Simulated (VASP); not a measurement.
# ZrSi2 (Cmcm) in VASP: notebook, part 2 of 2

VASP 6.6.1. Earlier steps stand in the parts before.

## Step 3: Single point, PBE

This run uses another cell than the first one, of 16.80 Å³/atom.

File INCAR:

```
ALGO = Normal
EDIFF = 1E-7
ENCUT = 520
GGA = PE
ISIF = 2
ISMEAR = 0
LASPH = T
LCHARG = T
LELF = T
LREAL = F
LVHAR = T
LWAVE = F
NBANDS = 29
NELM = 80
PREC = Accurate
SIGMA = 0.1
```

File KPOINTS:

```
k-points
0
Gamma
  10 10 10
```

File POSCAR:

```
ZrSi2
1.0
    1.8525962368     -7.3940007726      0.0000000000
    1.8525962368      7.3940007726      0.0000000000
    0.0000000000      0.0000000000      3.6790678044
Zr Si
2 4
Direct
    0.8946673106      0.1053326894      0.2500000000
    0.1053326894      0.8946673106      0.7500000000
    0.5531010979      0.4468989021      0.2500000000
    0.4468989021      0.5531010979      0.7500000000
    0.2503124371      0.7496875629      0.2500000000
    0.7496875629      0.2503124371      0.7500000000
```

Potentials or basis: VASP PAW PBE potentials, release 64 (Zr_sv, Si).

Command:

```
$ cat potpaw_PBE.64/Zr_sv/POTCAR potpaw_PBE.64/Si/POTCAR > POTCAR
$ mpirun -np 1 vasp_std > vasp.out
```

OUTCAR:

```text
EDIFF = 1E-7
   ENCUT = 520
   GGA = PE
   ISIF = 2
   ISMEAR = 0
   LASPH = T
   LREAL = F
   NELM = 80
   PREC = Accurate

 ion  position               nearest neighbor table
   1  0.895  0.105  0.250-   4 2.72   4 2.72   4 2.72   4 2.72   6 2.82   6 2.82   5 2.83   5 2.83
                             3 2.99   3 2.99   2 3.62   2 3.62
   2  0.105  0.895  0.750-   3 2.72   3 2.72   3 2.72   3 2.72   5 2.82   5 2.82   6 2.83   6 2.83
                             4 2.99   4 2.99   1 3.62   1 3.62
   3  0.553  0.447  0.250-   4 2.42   4 2.42   2 2.72   2 2.72   2 2.72   2 2.72   1 2.99   1 2.99

   4  0.447  0.553  0.750-   3 2.42   3 2.42   1 2.72   1 2.72   1 2.72   1 2.72   2 2.99   2 2.99

   5  0.250  0.750  0.250-   6 2.61   6 2.61   6 2.61   6 2.61   2 2.82   2 2.82   1 2.83   1 2.83

   6  0.750  0.250  0.750-   5 2.61   5 2.61   5 2.61   5 2.61   1 2.82   1 2.82   2 2.83   2 2.83

  LATTYP: Found a base centered orthorhombic cell.
 ALAT       =     3.7051924736
 B/A-ratio  =     3.9911561007
 C/A-ratio  =     0.9929491735

  Lattice vectors:

 A1 = (   1.8525962368,  -7.3940007726,   0.0000000000)
[... 191 lines left out ...]
 cond. band min:      10.0021335899   @ k =   0.5000   0.2000   0.1000
 fundamental gap:      0.0143602377
 Fermi energy:         9.9895610627

 k-point     1 :       0.0000    0.0000    0.0000
  band No.  band energies     occupation
      1     -38.8072      2.00000
      2     -38.7952      2.00000
      3     -17.0365      2.00000
      4     -16.8972      2.00000
      5     -16.8758      2.00000
      6     -16.8756      2.00000
[... 757 lines left out ...]
     28      13.7476      0.00000
     29      14.0139      0.00000

 [... further k-points ...]

------------------------ aborting loop because EDIFF is reached ----------------------------------------

  FORCE on cell =-STRESS in cart. coord.  units (eV):
  Direction    XX          YY          ZZ          XY          YZ          ZX
  --------------------------------------------------------------------------------------
  -------------------------------------------------------------------------------------
  Total        0.0032379      0.0179720      0.0128222      0.0000000      0.0000000      0.0000000
  in kB        0.0514691      0.2856792      0.2038189      0.0000000      0.0000000      0.0000000
  external PRESSURE =       0.1803224 kB  Pullay stress =       0.0000000 kB

 VOLUME and BASIS-vectors are now :
 -----------------------------------------------------------------------------
  energy-cutoff  :      520.00
  volume of cell :      100.79
      direct lattice vectors                 reciprocal lattice vectors
     1.852596237 -7.394000773  0.000000000     0.269891512 -0.067622389  0.000000000
     1.852596237  7.394000773  0.000000000     0.269891512  0.067622389  0.000000000
     0.000000000  0.000000000  3.679067804     0.000000000  0.000000000  0.271807983

 POSITION                                       TOTAL-FORCE (eV/Angst)
 -----------------------------------------------------------------------------------
      1.85260     -5.83634      0.91977         0.000000      0.002801     -0.000000
      1.85260      5.83634      2.75930         0.000000     -0.002801     -0.000000
      1.85260     -0.78526      0.91977         0.000000      0.010699     -0.000000
      1.85260      0.78526      2.75930         0.000000     -0.010699     -0.000000
      1.85260      3.69238      0.91977         0.000000      0.001523      0.000000
      1.85260     -3.69238      2.75930         0.000000     -0.001523      0.000000
 -----------------------------------------------------------------------------------
    total drift:                                0.000000      0.000000      0.000000

  FREE ENERGIE OF THE ION-ELECTRON SYSTEM (eV)
  ---------------------------------------------------
  free  energy   TOTEN  =       -42.7200580230 eV

  energy  without entropy=      -42.7131987068  energy(sigma->0) =      -42.71662836
```

stdout:

```text
POSCAR found type information on POSCAR ZrSi
 POSCAR found :  2 types and       6 ions
 scaLAPACK will be used
 LDA part: xc-table for (Slater+PW92), standard interpolation
 POSCAR, INCAR and KPOINTS ok, starting setup
 FFT: planning ... GRIDC
 FFT: planning ... GRID_SOFT
 FFT: planning ... GRID
 WAVECAR not read
 entering main loop
```

Run time: 12 min. Hardware: 1 thread of AMD EPYC 7R13 (Zen 3), shared host; peak memory 0.58 GiB.

What came out:

- Free energy: -42.7201 eV
- Pressure: 0.0 GPa
- Largest force: 0.011 eV/Å
- Band gap on the k mesh: zero (bands 20 and 21 overlap by 0.94 eV)

Forces in eV/Å, atoms in the order of the input:
```
Zr   0.000  0.003  0.000
Zr   0.000 -0.003  0.000
Si   0.000  0.011  0.000
Si   0.000 -0.011  0.000
Si   0.000  0.002  0.000
Si   0.000 -0.002  0.000
```

Levels at points of the mesh, in eV from the Fermi level:
```tsv
k point	band 16	band 17	band 18	band 19	band 20	band 21	band 22	band 23	band 24	band 25
(0.00, 0.00, 0.00)	-2.45	-2.39	-2.37	-2.31	-0.09	1.11	1.39	1.40	1.58	2.10
(0.50, 0.00, 0.00)	-2.54	-1.82	-1.48	-0.86	-0.44	-0.43	0.90	0.91	2.07	2.28
(0.50, 0.50, 0.00)	-2.66	-2.63	-1.89	-1.48	0.31	1.02	1.13	1.48	1.70	2.14
(0.00, 0.00, 0.50)	-2.41	-1.89	-1.89	-0.08	-0.08	0.09	0.09	1.56	1.56	2.32
(0.50, 0.00, 0.50)	-3.79	-3.25	-3.25	-2.14	-2.14	2.12	2.12	3.08	3.08	3.22
(0.50, 0.50, 0.50)	-2.95	-2.19	-2.19	-0.90	-0.90	0.05	0.05	2.27	2.27	2.95
```
